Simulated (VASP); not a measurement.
A run of VASP 6.6.1 is set up as follows.

File INCAR:

```
ALGO     = Normal         # electronic algorithm
EDIFF    = 1E-6           # SCF threshold, eV
ENCUT    = 520            # plane-wave cutoff, eV
ISIF     = 2              # what is computed and relaxed
ISMEAR   = -1             # smearing method
LASPH    = True           # aspherical terms in the spheres
LCHARG   = False          # write CHGCAR
LREAL    = False          # projectors in reciprocal space
LWAVE    = False          # write WAVECAR
NBANDS   = 7              # bands
NELM     = 100            # most SCF steps
PREC     = Accurate       # precision mode
SIGMA    = 0.03           # smearing width, eV
```

File KPOINTS:

```
k-points
0
Gamma
  19 19 19
```

File POSCAR:

```
Mg
1.0
   -1.4665903054      1.4665903054      1.4665903054
    1.4665903054     -1.4665903054      1.4665903054
    1.4665903054      1.4665903054     -1.4665903054
Mg
1
Direct
    0.0000000000      0.0000000000      0.0000000000
```

Potentials or basis: VASP PAW LDA potentials, release 64 (Mg).

The run is started by

```console
$ cat potpaw_LDA.64/Mg/POTCAR > POTCAR
$ mpirun -np 1 vasp_std > vasp.out
```

Estimate the pressure.

60.5 GPa.

Predict the band gap on the k mesh.

zero (band 1 reaches 9.91 eV, above the bottom of band 2 at 5.67 eV).
